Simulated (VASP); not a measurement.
# LiF (P6_3mc) in VASP: further runs

LiF is run at these levels: PBE; tasks: single point.

All numbers are computed with VASP 6.6.1; they aren't measurements. Logs are shortened: lines on timing, memory, paths and dates and some standing lists are left out, and cuts for length are marked.

## (1) The cell of the first run

The structure is hexagonal, space group P6_3mc (No. 186). The conventional cell has a = 3.196 Å, b = 3.196 Å, c = 4.690 Å, α = 90.00°, β = 90.00°, γ = 120.00°. Li (site symmetry 3m) has 4 F at 1.88 to 1.96 Å within 2.5 Å. Within 2.5 Å of F (site symmetry 3m) lie 4 Li at 1.88 to 1.96 Å.

## (2) Single point, PBE (c/a of the conventional cell at fixed volume 1.4678)

INCAR reads:

```
SYSTEM = LiF
  PREC = Accurate
  ENCUT = 520
  EDIFF = 1E-6
  ISMEAR = 0
  SIGMA = 0.05
  LREAL = .False.
  LASPH = .True.
  NELM = 60
  ALGO = Normal
  ISIF = 2
  LWAVE = .False.
  LCHARG = .True.
  GGA = PE
  LELF = .True.
  LVHAR = .True.
  NBANDS = 18
```

KPOINTS reads:

```
regular mesh
0
Gamma
  9 9 6
  0 0 0
```

POSCAR reads:

```
LiF
1.0
    3.1955814611      0.0000000000      0.0000000000
   -1.5977907305      2.7674547252      0.0000000000
    0.0000000000      0.0000000000      4.6904744686
Li F
2 2
Direct
    0.3333333333      0.6666666667      0.4116718394
    0.6666666667      0.3333333333      0.9116718394
    0.3333333333      0.6666666667      0.9939266766
    0.6666666667      0.3333333333      0.4939266766
```

Potentials or basis: VASP PAW PBE potentials, release 64 (Li_sv, F).

Command:

```console
$ cat potpaw_PBE.64/Li_sv/POTCAR potpaw_PBE.64/F/POTCAR > POTCAR
$ mpirun -np 1 vasp_std > vasp.out
```

OUTCAR:

```text
SYSTEM = LiF
   PREC = Accurate
   ENCUT = 520
   EDIFF = 1E-6
   ISMEAR = 0
   LREAL = .False.
   LASPH = .True.
   NELM = 60
   ISIF = 2
   GGA = PE

 ion  position               nearest neighbor table
   1  0.333  0.667  0.412-   4 1.88   4 1.88   4 1.88   3 1.96
   2  0.667  0.333  0.912-   3 1.88   3 1.88   3 1.88   4 1.96
   3  0.333  0.667  0.994-   2 1.88   2 1.88   2 1.88   1 1.96
   4  0.667  0.333  0.494-   1 1.88   1 1.88   1 1.88   2 1.96

  LATTYP: Found a hexagonal cell.
 ALAT       =     3.1955814611
 C/A-ratio  =     1.4678000000

  Lattice vectors:

 A1 = (   3.1955814611,   0.0000000000,   0.0000000000)
 A2 = (  -1.5977907305,   2.7674547252,   0.0000000000)
 A3 = (   0.0000000000,   0.0000000000,   4.6904744686)

Analysis of symmetry for initial positions (statically):
=====================================================================
 Subroutine PRICEL returns:
 Original cell was already a primitive cell.

 Routine SETGRP: Setting up the symmetry group for a
 hexagonal supercell.

 Subroutine GETGRP returns: Found 12 space group operations
 (whereof  6 operations were pure point group operations)
 out of a pool of 24 trial point group operations.

The static configuration has the point symmetry C_3v.
 The point group associated with its full space group is C_6v.

Analysis of symmetry for dynamics (positions and initial velocities):
=====================================================================
 Subroutine PRICEL returns:
 Original cell was already a primitive cell.

 Routine SETGRP: Setting up the symmetry group for a
 hexagonal supercell.

 Subroutine GETGRP returns: Found 12 space group operations
 (whereof  6 operations were pure point group operations)
 out of a pool of 24 trial point group operations.

The dynamic configuration has the point symmetry C_3v.
 The point group associated with its full space group is C_6v.

 Subroutine INISYM returns: Found 12 space group operations
 (whereof  6 operations are pure point group operations),
 and found     1 'primitive' translations

----------------------------------------------------------------------------------------

                                     Primitive cell

  volume of cell :      41.4808

  direct lattice vectors                    reciprocal lattice vectors
     3.195581461  0.000000000  0.000000000     0.312932095  0.180671429  0.000000000
    -1.597790731  2.767454725  0.000000000     0.000000000  0.361342858  0.000000000
     0.000000000  0.000000000  4.690474469     0.000000000  0.000000000  0.213198048

  length of vectors
     3.195581461  3.195581461  4.690474469     0.361342858  0.361342858  0.213198048

  position of ions in fractional coordinates (direct lattice)
     0.333333333  0.666666667  0.411671839
     0.666666667  0.333333333  0.911671839
     0.333333333  0.666666667  0.993926677
     0.666666667  0.333333333  0.493926677

  ion indices of the primitive-cell ions
   primitive index   ion index
                 1           1
                 2           2
                 3           3
                 4           4

----------------------------------------------------------------------------------------

 KPOINTS: regular mesh

Automatic generation of k-mesh.
 Grid dimensions read from file:
 generate k-points for:    9    9    6

 Generating k-lattice:

  Cartesian coordinates                     Fractional coordinates (reciprocal lattice)
     0.034770233  0.020074603  0.000000000     0.111111111  0.000000000  0.000000000
     0.000000000  0.040149206  0.000000000     0.000000000  0.111111111  0.000000000
     0.000000000  0.000000000  0.035533008     0.000000000  0.000000000  0.166666667

  Length of vectors
     0.040149206  0.040149206  0.035533008

  Shift w.r.t. Gamma in fractional coordinates (k-lattice)
     0.000000000  0.000000000  0.000000000

 Subroutine IBZKPT returns following result:
 ===========================================

 Found     48 irreducible k-points:

 Following reciprocal coordinates:
            Coordinates               Weight
  0.000000  0.000000  0.000000      1.000000
  0.111111  0.000000  0.000000      6.000000
  0.222222 -0.000000  0.000000      6.000000
  0.333333  0.000000  0.000000      6.000000
  0.444444 -0.000000  0.000000      6.000000
  0.111111  0.111111  0.000000      6.000000
[... 16 lines left out ...]
  0.333333  0.222222  0.166667     24.000000
  0.333333  0.333333  0.166667      4.000000
 [... further k-points ...]
   k-points           NKPTS =     48   k-points in BZ     NKDIM =     48   number of bands    NBANDS=     18
   number of dos      NEDOS =    301   number of ions     NIONS =      4
   total plane-waves  NPLWV =  20736
   dimension x,y,z NGX =    24 NGY =   24 NGZ =   36
   dimension x,y,z NGXF=    48 NGYF=   48 NGZF=   72
   ions per type =               2   2
   NGX,Y,Z   is equivalent  to a cutoff of  12.49, 12.49, 12.76 a.u.
   NGXF,Y,Z  is equivalent  to a cutoff of  24.97, 24.97, 25.52 a.u.
 SYSTEM =  LiF
   PREC   = accura    normal or accurate (medium, high low for compatibility)
   ISTART =      0    job   : 0-new  1-cont  2-samecut
   ICHARG =      2    charge: 1-file 2-atom 10-const
   ISPIN  =      1    spin polarized calculation?
   LNONCOLLINEAR =      F non collinear calculations
   LSORBIT =      F    spin-orbit coupling
   LASPH  =      T    aspherical Exc in radial PAW
   ENCUT  =  520.0 eV  38.22 Ry    6.18 a.u.   5.94  5.94  8.72*2*pi/ulx,y,z
   NELM   =     60;   NELMIN=  2; NELMDL= -5     # of ELM steps
   EDIFF  = 0.1E-05   stopping-criterion for ELM
   LREAL  =      F    real-space projection
   EDIFFG = 0.1E-04   stopping-criterion for IOM
   NSW    =      0    number of steps for IOM
   IBRION =     -1    ionic relax: 0-MD 1-quasi-New 2-CG
   NFREE  =      0    steps in history (QN), initial steepest desc. (CG)
   ISIF   =      2    stress and relaxation
   ISYM   =      2    0-nonsym 1-usesym 2-fastsym
   POTIM  = 0.5000    time-step for ionic-motion
   TEBEG  =    0.0;   TEEND  =   0.0 temperature during run
   PSTRESS=    0.0 pullay stress
   NELECT =      20.0000    total number of electrons
   NUPDOWN=      -1.0000    fix difference up-down
   EMIN   =  10.00;   EMAX   =-10.00  energy-range for DOS
   EFERMI =   0.00;   METHOD = LEGACY
   ISMEAR =     0;   SIGMA  =   0.05  broadening in eV -4-tet -1-fermi 0-gaus
   EFERMI_NEDOS =   21; number of points for ismear=-14 and -15
   IALGO  =     38    algorithm
   IMIX   =      4    mixing-type and parameters
     AMIX     =   0.40;   BMIX     =  1.00
     AMIX_MAG =   1.60;   BMIX_MAG =  1.00
  volume/ion in A,a.u.               =      10.37        69.98
  Fermi-wavevector in a.u.,A,eV,Ry     =   1.283716  2.425872 22.421420  1.647928
  Thomas-Fermi vector in A             =   2.415953
   LORBIT       =      0    0 simple, 1 ext, 2 COOP (PROOUT), +10 PAW based schemes
   GGA     = PE    functional components
   LHFCALC =     F    Hartree Fock is set to
   AEXX    =    0.0000 exact exchange contribution
   IVDW    =     0    specifies the selected vdW correction
   LEPSILON=     F    determine dielectric tensor
   LRPA    =     F    only Hartree local field effects (RPA)
 non-spin polarized calculation
 Gauss-broadening in eV      SIGMA  =   0.05
  energy-cutoff  :      520.00
  volume of cell :       41.48
 maximum number of plane-waves:      1130
 NGX is ok and might be reduce to    24
   NGX = 11   NGY = 11   NGZ = 17

 number of electron      20.0000032 magnetization

 Free energy of the ion-electron system (eV)
  ---------------------------------------------------
  ext. energy  EPLUGINS =         0.00000000
  ---------------------------------------------------
  free energy    TOTEN  =       -19.28191805 eV

  energy without entropy =      -19.28191805  energy(sigma->0) =      -19.28191805

 E-fermi :  -2.2274     XC(G=0):  -8.6505

 val. band max:       -2.4634519225   @ k =   0.0000   0.0000   0.0000
 cond. band min:       4.9268981206   @ k =   0.0000   0.0000   0.0000
 fundamental gap:      7.3903500431
 Fermi energy:        -2.2274202064

 k-point     1 :       0.0000    0.0000    0.0000
  band No.  band energies     occupation
      1     -43.2651      2.00000
      2     -43.2281      2.00000
      3     -22.0183      2.00000
      4     -21.7051      2.00000
      5      -4.7545      2.00000
      6      -3.2263      2.00000
[... 10 lines left out ...]
     17      16.0658      0.00000
     18      18.4032      0.00000

 k-point     2 :       0.1111    0.0000    0.0000
  band No.  band energies     occupation
      1     -43.2623      2.00000
      2     -43.2273      2.00000
      3     -22.0054      2.00000
      4     -21.7084      2.00000
      5      -4.6819      2.00000
      6      -3.3299      2.00000
[... 10 lines left out ...]
     17      16.3368      0.00000
     18      17.8122      0.00000

 k-point     3 :       0.2222   -0.0000    0.0000
  band No.  band energies     occupation
      1     -43.2549      2.00000
      2     -43.2254      2.00000
      3     -21.9688      2.00000
      4     -21.7197      2.00000
      5      -4.4881      2.00000
      6      -3.6318      2.00000
[... 10 lines left out ...]
     17      16.6007      0.00000
     18      16.8005      0.00000

 k-point     4 :       0.3333    0.0000    0.0000
  band No.  band energies     occupation
      1     -43.2455      2.00000
      2     -43.2241      2.00000
      3     -21.9186      2.00000
      4     -21.7404      2.00000
      5      -4.3198      2.00000
      6      -3.8927      2.00000
[... 375 lines left out ...]
      4     -21.7637      2.00000
      5      -4.2774      2.00000
      6      -4.1174      2.00000
[... 10 lines left out ...]
     17      16.2503      0.00000
     18      17.6455      0.00000

 k-point    23 :       0.3333    0.2222    0.1667
  band No.  band energies     occupation
      1     -43.2335      2.00000
      2     -43.2263      2.00000
      3     -21.8455      2.00000
      4     -21.7866      2.00000
      5      -4.4989      2.00000
      6      -3.9258      2.00000
[... 10 lines left out ...]
     17      15.8458      0.00000
     18      17.6134      0.00000

 k-point    24 :       0.3333    0.3333    0.1667
  band No.  band energies     occupation
      1     -43.2290      2.00000
      2     -43.2290      2.00000
      3     -21.8131      2.00000
      4     -21.8131      2.00000
      5      -4.5718      2.00000
      6      -3.7530      2.00000
[... 10 lines left out ...]
     17      15.5665      0.00000
     18      17.8273      0.00000

 [... further k-points ...]

------------------------ aborting loop because EDIFF is reached ----------------------------------------

  FORCE on cell =-STRESS in cart. coord.  units (eV):
  Direction    XX          YY          ZZ          XY          YZ          ZX
  --------------------------------------------------------------------------------------
  -------------------------------------------------------------------------------------
  Total       -0.1660781     -0.1660781     -0.2559619     -0.0000000      0.0000000      0.0000000
  in kB       -6.4146903     -6.4146903     -9.8864133     -0.0000000      0.0000000      0.0000000
  external PRESSURE =      -7.5719313 kB  Pullay stress =       0.0000000 kB

 VOLUME and BASIS-vectors are now :
 -----------------------------------------------------------------------------
  energy-cutoff  :      520.00
  volume of cell :       41.48
      direct lattice vectors                 reciprocal lattice vectors
     3.195581461  0.000000000  0.000000000     0.312932095  0.180671429  0.000000000
    -1.597790731  2.767454725  0.000000000     0.000000000  0.361342858  0.000000000
     0.000000000  0.000000000  4.690474469     0.000000000  0.000000000  0.213198048

 POSITION                                       TOTAL-FORCE (eV/Angst)
 -----------------------------------------------------------------------------------
     -0.00000      1.84497      1.93094         0.000000     -0.000000     -0.108671
      1.59779      0.92248      4.27617        -0.000000      0.000000     -0.108671
     -0.00000      1.84497      4.66199         0.000000      0.000000      0.108671
      1.59779      0.92248      2.31675        -0.000000     -0.000000      0.108671
 -----------------------------------------------------------------------------------
    total drift:                                0.000001      0.000001      0.000982

  FREE ENERGIE OF THE ION-ELECTRON SYSTEM (eV)
  ---------------------------------------------------
  free  energy   TOTEN  =       -19.2819180451 eV

  energy  without entropy=      -19.2819180451  energy(sigma->0) =      -19.28191805
```

Wall time 35 s (1 thread of AMD EPYC 7R13 (Zen 3), shared host); peak memory 0.13 GiB.

What came out:

| Property | Result |
| --- | --- |
| Free energy | -19.2819 eV |
| Largest force | 0.109 eV/Å |
| Band gap on the k mesh | 7.39 eV, direct |

Forces in eV/Å, atoms in the order of the input:
```
Li   0.000  0.000 -0.109
Li   0.000  0.000 -0.109
F    0.000  0.000  0.109
F    0.000  0.000  0.109
```

Caveat: the cutoff is under 1.25 times the usual one of these potentials, so pressure, stress and relaxed cells hold a basis-set (Pulay) error.

## (3) Single point, PBE (c/a of the conventional cell at fixed volume 1.5681)

INCAR reads:

```
  PREC = Accurate
  ENCUT = 520
  EDIFF = 1E-7
  ISMEAR = 0
  SIGMA = 0.05
  LREAL = F
  LASPH = T
  NELM = 100
  ALGO = Normal
  ISIF = 2
  LWAVE = F
  LCHARG = T
  GGA = PE
  LELF = T
  LVHAR = T
  NBANDS = 18
```

KPOINTS reads:

```
regular mesh
0
Gamma
  9 9 6
```

POSCAR reads:

```
LiF
1.0
    3.1259140087      0.0000000000      0.0000000000
   -1.5629570043      2.7071209416      0.0000000000
    0.0000000000      0.0000000000      4.9018781194
Li F
2 2
Direct
    0.3333333333      0.6666666667      0.4320721835
    0.6666666667      0.3333333333      0.9320721835
    0.3333333333      0.6666666667      0.9939266766
    0.6666666667      0.3333333333      0.4939266766
```

Potentials or basis: VASP PAW PBE potentials, release 64 (Li_sv, F).

Command:

```console
$ cat potpaw_PBE.64/Li_sv/POTCAR potpaw_PBE.64/F/POTCAR > POTCAR
$ mpirun -np 1 vasp_std > vasp.out
```

Wall time 57 s (1 thread of AMD EPYC 7R13 (Zen 3), shared host); peak memory 0.13 GiB.

The run converged. Its results:

```yaml
Free_energy: -19.2022 eV
Largest_force: 0.270 eV/Å
Band_gap_on_the_k_mesh: 7.37 eV, direct
```

Forces on the atoms (eV/Å):
```
Li   0.000  0.000 -0.270
Li   0.000  0.000 -0.270
F    0.000  0.000  0.270
F    0.000  0.000  0.270
```

Levels at points of the mesh, in eV from the valence-band top:
| k point | band 7 | band 8 | band 9 | band 10 | band 11 | band 12 | band 13 | band 14 |
| --- | --- | --- | --- | --- | --- | --- | --- | --- |
| (0.00, 0.00, 0.00) | -0.72 | -0.45 | -0.45 | 0.00 | 7.37 | 11.68 | 14.71 | 17.98 |
| (0.00, 0.00, 0.50) | -0.58 | -0.58 | -0.58 | -0.58 | 9.16 | 9.16 | 16.92 | 16.92 |

Caveat: the cutoff is under 1.25 times the usual one of these potentials, so pressure, stress and relaxed cells hold a basis-set (Pulay) error. A k mesh can miss the band edges.

## (4) Single point, PBE (c/a of the conventional cell at fixed volume 1.5932)

INCAR reads:

```
SYSTEM = LiF
ALGO     = Normal         ! electronic algorithm
EDIFF    = 1E-7           ! SCF threshold, eV
ENCUT    = 520            ! plane-wave cutoff, eV
GGA      = PE             ! functional
ISIF     = 2              ! what is computed and relaxed
ISMEAR   = 0              ! smearing method
LASPH    = .TRUE.         ! aspherical terms in the spheres
LCHARG   = .TRUE.         ! write CHGCAR
LELF     = .TRUE.         ! ELF
LREAL    = .FALSE.        ! projectors in reciprocal space
LVHAR    = .TRUE.       
LWAVE    = .FALSE.        ! write WAVECAR
NBANDS   = 18             ! bands
NELM     = 100            ! most SCF steps
PREC     = Accurate       ! precision mode
SIGMA    = 0.05           ! smearing width, eV
```

KPOINTS reads:

```
k-points
0
G
  9 9 6
  0 0 0
```

POSCAR reads:

```
LiF
1.0
    3.1094393350      0.0000000000      0.0000000000
   -1.5547196675      2.6928534557      0.0000000000
    0.0000000000      0.0000000000      4.9539587486
Li F
2 2
Direct
    0.3333333333      0.6666666667      0.4014716674
    0.6666666667      0.3333333333      0.9014716674
    0.3333333333      0.6666666667      0.9939266766
    0.6666666667      0.3333333333      0.4939266766
```

Command:

```console
$ cat potpaw_PBE.64/Li_sv/POTCAR potpaw_PBE.64/F/POTCAR > POTCAR
$ mpirun -np 1 vasp_std > vasp.out
```

It took 46 s on 1 thread of AMD EPYC 7R13 (Zen 3), shared host; peak memory 0.13 GiB.

It converged, with:

```yaml
Free_energy: -19.2679 eV
Largest_force: 0.229 eV/Å
Band_gap_on_the_k_mesh: 7.50 eV, direct
```

Forces in eV/Å, atoms in the order of the input:
```
Li   0.000  0.000 -0.229
Li   0.000  0.000 -0.229
F    0.000  0.000  0.229
F    0.000  0.000  0.229
```

Levels at points of the mesh, in eV from the valence-band top:
```csv
k point,band 6,band 7,band 8,band 9,band 10,band 11,band 12,band 13,band 14,band 15
"(0.00, 0.00, 0.00)",-0.53,-0.53,-0.26,-0.26,0.00,7.50,11.66,14.75,18.26,18.26
"(0.00, 0.00, 0.50)",-1.15,-0.40,-0.40,-0.40,-0.40,9.20,9.20,16.99,16.99,18.51
```

Caveat: the cutoff is under 1.25 times the usual one of these potentials, so pressure, stress and relaxed cells hold a basis-set (Pulay) error. A k mesh can miss the band edges.

## (5) The runs side by side

```tsv
cell	gap on the mesh (eV)	largest force (eV/Å)
a = 3.196, b = 3.196, c = 4.690 Å, angles 90.0, 90.0, 120.0°, 4 atoms	7.39	0.11
a = 3.126, b = 3.126, c = 4.902 Å, angles 90.0, 90.0, 120.0°, 4 atoms	7.37	0.27
a = 3.109, b = 3.109, c = 4.954 Å, angles 90.0, 90.0, 120.0°, 4 atoms	7.50	0.23
```

Alike in all rows: task single point; level PBE; potentials or basis VASP PAW PBE potentials, release 64 (Li_sv, F); no spin polarisation; k mesh 9 × 9 × 6; cutoff (eV) 520; smearing gaussian 0.05 eV.

Caveats: the cutoff is under 1.25 times the usual one of these potentials, so pressure, stress and relaxed cells hold a basis-set (Pulay) error.

Total energies depend on the potentials used, so only differences within one code and one set of settings carry meaning.
